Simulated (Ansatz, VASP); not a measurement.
# PbS: VASP beside Ansatz

File INCAR:

```
SYSTEM = PbS
PREC = Accurate
ENCUT = 600
EDIFF = 1E-6
ISMEAR = -1
SIGMA = 0.1
LREAL = .FALSE.
LASPH = .TRUE.
NELM = 80
ALGO = Normal
ISIF = 3
LWAVE = .FALSE.
LCHARG = .FALSE.
GGA = PE
IBRION = 2
NSW = 60
EDIFFG = -0.005
```

The input KPOINTS:

```
regular mesh
0
G
  14 14 14
  0 0 0
```

File POSCAR:

```
PbS
1.0
    0.0000000000      2.6934405028      2.6934405028
    2.6934405028      0.0000000000      2.6934405028
    2.6934405028      2.6934405028      0.0000000000
Pb S
1 1
Direct
    0.0000000000      0.0000000000      0.0000000000
    0.5000000000      0.5000000000      0.5000000000
```

Input for Ansatz:

```yaml
crystal:
  lattice:
    - [0.0, 2.6934405028, 2.6934405028]
    - [2.6934405028, 0.0, 2.6934405028]
    - [2.6934405028, 2.6934405028, 0.0]
  atoms:
    - { symbol: Pb, position: [0.0, 0.0, 0.0] }
    - { symbol: S, position: [0.5, 0.5, 0.5] }
kpoints:
  mp_grid: { grid: [14, 14, 14] }
scf:
  occupations: { method: fermi_dirac, width: 0.1 }
hamiltonian:
  xc: pbe
  pseudopotentials: { kind: paw }
output:
  forces: true
  stress: true
  write_density: true
  write_potential: true
  elf: true
  volumetric_format: npy
relax:
  f_tol: 0.005
  max_steps: 40
  cell: {}
```

Alike in both runs: task relaxation of cell and atoms; functional PBE; k mesh 14 × 14 × 14; occupations fermi-dirac, width 0.1 eV; no spin polarisation.

```csv
,VASP,Ansatz
version,VASP 6.6.1,Ansatz 0.2.0
potentials or method,"VASP PAW PBE potentials, release 64 (Pb_d, S)","PAW with Ansatz's default frozen-core files, scalar-relativistic"
plane-wave cutoff (eV),600,420
valence electrons in the cell,20,20
```

|  | VASP | Ansatz | Ansatz less VASP |
| --- | --- | --- | --- |
| relaxed volume (Å³/atom) | 27.09 | 27.11 | +0.022 |
| relaxed length of the cell vector where the two differ most in proportion (Å) | 4.247 | 4.249 | +0.0012 |

Neither program's run includes spin-orbit coupling. Noted on VASP's run: the volume moved by over 15 % at a fixed basis, so the end points are rough.
